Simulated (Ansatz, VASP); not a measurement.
One calculation of Sb, two programs

```xyz
2
Lattice="2.1542 1.2437 3.7580 -2.1542 1.2437 3.7580 0.0000 -2.4875 3.7580" Properties=species:S:1:pos:R:3 pbc="T T T"
Sb    0.0000    0.0000    8.6416
Sb    0.0000    0.0000    2.6324
```

Alike in both runs: functional r2SCANh; k mesh 4 × 4 × 4; occupations fermi-dirac, width 0.05 eV; no spin polarisation.

|  | VASP | Ansatz |
| --- | --- | --- |
| version | VASP 6.6.1 | Ansatz 0.2.0 |
| potentials or method | VASP PAW PBE potentials, release 64 (Sb) | Ansatz PAW |
| plane-wave cutoff (eV) | 520 | 500 |
| valence electrons in the cell | 10 | 30 |
| task | single point | band structure |

Ansatz gave:

* gap on the k mesh at the Fermi level (eV): 0.46
* least direct gap on the mesh (eV): 0.58
* pressure (GPa): 1.2
* traceless stress, the component that is largest in VASP (GPa): -0.48
* rms of the force components (eV/Å): 0.195

Question: Estimate VASP's values.

Answer: gap on the k mesh at the Fermi level (eV): 0.52; least direct gap on the mesh (eV): 0.65; pressure (GPa): 1.0; traceless stress, the component that is largest in VASP (GPa): -0.49; rms of the force components (eV/Å): 0.182.

VASP's potentials were made for PBE, not for r2SCANh. Atom by atom the forces differ by 0.013 eV/Å (rms over components). VASP's potentials hold 10 valence electrons a cell and Ansatz's 30, so a difference there can come from the potentials and not from the codes.

The k mesh is coarse, so the values compare programs but aren't converged. Spin-orbit coupling is off throughout.
